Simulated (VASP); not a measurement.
Input of a VASP 6.6.1 run:

File INCAR:

```
ALGO = Normal
EDIFF = 1E-6
EDIFFG = -0.01
ENCUT = 600
IBRION = 2
ISIF = 4
ISMEAR = 0
LASPH = T
LCHARG = F
LREAL = F
LWAVE = F
NELM = 80
NSW = 50
PREC = Accurate
SIGMA = 0.02
```

KPOINTS

```
k-points
0
Gamma
  6 6 8
```

Contents of POSCAR:

```
SnO2
1.0
    4.5527655412      0.0000000000      0.0000000000
    0.0000000000      4.5586951653      0.0000000000
    0.0000000000      0.0000000000      3.1196825312
Sn O
2 4
Direct
    0.5000000000      0.5000000000      0.5000000000
    0.0000000000      0.0000000000      0.0000000000
    0.3041716965      0.3066612138      0.0000000000
    0.8041716965      0.1933387862      0.5000000000
    0.1958283035      0.8066612138      0.5000000000
    0.6958283035      0.6933387862      0.0000000000
```

Potentials or basis: VASP PAW LDA potentials, release 64 (Sn_d, O).

The run is started by

```bash
$ cat potpaw_LDA.64/Sn_d/POTCAR potpaw_LDA.64/O/POTCAR > POTCAR
$ mpirun -np 1 vasp_std > vasp.out
```

Question: What does it give for the band gap on the k mesh?

Answer: 2.31 eV.

The path:
```csv
step,energy change (eV),largest force (eV/Å),pressure (GPa),volume (Å³)
1,0.0000,0.1121,25.96,64.75
2,-0.0019,0.1580,25.42,64.75
3,-0.0029,0.0583,25.59,64.75
4,-0.0034,0.0166,25.53,64.75
5,-0.0034,0.0078,25.51,64.75
```

Caveat: spin-orbit coupling is left out, which moves the levels of the heavy elements.
